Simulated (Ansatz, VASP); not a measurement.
Two plane-wave programs on B2I3

File INCAR:

```
SYSTEM = B2I3
PREC = Accurate
ENCUT = 600
EDIFF = 1E-6
ISMEAR = 0
SIGMA = 0.1
LREAL = .FALSE.
LASPH = .TRUE.
NELM = 80
ALGO = Normal
ISIF = 3
LWAVE = .FALSE.
LCHARG = .FALSE.
GGA = PE
IBRION = 2
NSW = 90
EDIFFG = -0.04
```

File KPOINTS:

```
Automatic mesh
0
G
  3 3 3
  0 0 0
```

The input POSCAR:

```
B2I3
1.0
    3.5662626668      2.0589827106      6.4911336013
   -3.5662626668      2.0589827106      6.4911336013
    0.0000000000     -4.1179654214      6.4911336013
B I
4 6
Direct
    0.8521800000      0.8521800000      0.8521800000
    0.6478200000      0.6478200000      0.6478200000
    0.1478200000      0.1478200000      0.1478200000
    0.3521800000      0.3521800000      0.3521800000
    0.0562500000      0.4437500000      0.7500000000
    0.7500000000      0.0562500000      0.4437500000
    0.4437500000      0.7500000000      0.0562500000
    0.9437500000      0.5562500000      0.2500000000
    0.2500000000      0.9437500000      0.5562500000
    0.5562500000      0.2500000000      0.9437500000
```

Input for Ansatz:

```yaml
crystal:
  lattice:
    - [3.5662626668, 2.0589827106, 6.4911336013]
    - [-3.5662626668, 2.0589827106, 6.4911336013]
    - [0.0, -4.1179654214, 6.4911336013]
  atoms:
    - { symbol: B, position: [0.85218, 0.85218, 0.85218] }
    - { symbol: B, position: [0.64782, 0.64782, 0.64782] }
    - { symbol: B, position: [0.14782, 0.14782, 0.14782] }
    - { symbol: B, position: [0.35218, 0.35218, 0.35218] }
    - { symbol: I, position: [0.05625, 0.44375, 0.75] }
    - { symbol: I, position: [0.75, 0.05625, 0.44375] }
    - { symbol: I, position: [0.44375, 0.75, 0.05625] }
    - { symbol: I, position: [0.94375, 0.55625, 0.25] }
    - { symbol: I, position: [0.25, 0.94375, 0.55625] }
    - { symbol: I, position: [0.55625, 0.25, 0.94375] }
basis:
  ecutwfc: 420
kpoints:
  mp_grid: { grid: [3, 3, 3] }
hamiltonian:
  xc: pbe
scf:
  occupations: { method: gaussian, width: 0.1 }
  lower_state_search: "off"
output:
  forces: true
  stress: true
  eigenvalues: true
relax:
  adjacent_minimum: "off"
  f_tol: 0.04
  max_steps: 70
  cell: { stress_tol: 0.4 }
```

Alike in both runs: task relaxation of cell and atoms; functional PBE; k mesh 3 × 3 × 3; occupations gaussian, width 0.1 eV; no spin polarisation.

```csv
,VASP,Ansatz
version,VASP 6.6.1,Ansatz 0.2.0
potentials or method,"VASP PAW PBE potentials, release 64 (B, I), cutoff 600 eV","scalar-relativistic, plane waves, PAW"
valence electrons in the cell,54,114
```

Ansatz gave:

- gap on the k mesh at the Fermi level, each at its own relaxed structure (eV): none
- relaxed volume (Å³/atom): 32.57
- relaxed length of the cell vector where the two differ most in proportion (Å): 8.885

Question: Estimate VASP's values.

Answer: gap on the k mesh at the Fermi level, each at its own relaxed structure (eV): none; relaxed volume (Å³/atom): 33.05; relaxed length of the cell vector where the two differ most in proportion (Å): 8.950.

A gap of «none» marks a metal or a gap that the smearing closes. VASP's potentials hold 54 valence electrons a cell and Ansatz's 114, so a difference there can come from the potentials and not from the codes.

Neither program's run includes spin-orbit coupling. Noted on VASP's run: the volume moved by over 15 % at a fixed basis, so the end points are rough.
